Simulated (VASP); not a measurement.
Here is a VASP 6.6.1 calculation.

File INCAR:

```
PREC = Accurate
ENCUT = 520
EDIFF = 1E-6
ISMEAR = 0
SIGMA = 0.05
LREAL = F
LASPH = T
NELM = 80
ALGO = Normal
ISIF = 2
LWAVE = F
LCHARG = T
LELF = T
LVHAR = T
NBANDS = 19
```

Contents of KPOINTS:

```
Automatic mesh
0
Gamma
  6 6 6
```

The input POSCAR:

```
SrCl2
1.0
    0.0000000000      3.3460800000      3.3460800000
    3.3460800000      0.0000000000      3.3460800000
    3.3460800000      3.3460800000      0.0000000000
Sr Cl
1 2
Direct
    0.0000000000      0.0000000000      0.0000000000
    0.2500000000      0.2500000000      0.2500000000
    0.7500000000      0.7500000000      0.7500000000
```

Potentials or basis: VASP PAW LDA potentials, release 64 (Sr_sv, Cl).

Command:

```bash
$ cat potpaw_LDA.64/Sr_sv/POTCAR potpaw_LDA.64/Cl/POTCAR > POTCAR
$ mpirun -np 1 vasp_std > vasp.out
```

(1) Predict the pressure.

(2) Predict the band gap on the k mesh.

## Answers

(1) 2.6 GPa.

(2) 5.05 eV.

Caveat: the cell differs from its parent crystal (strain -0.040 along x and y, -0.040 along z).
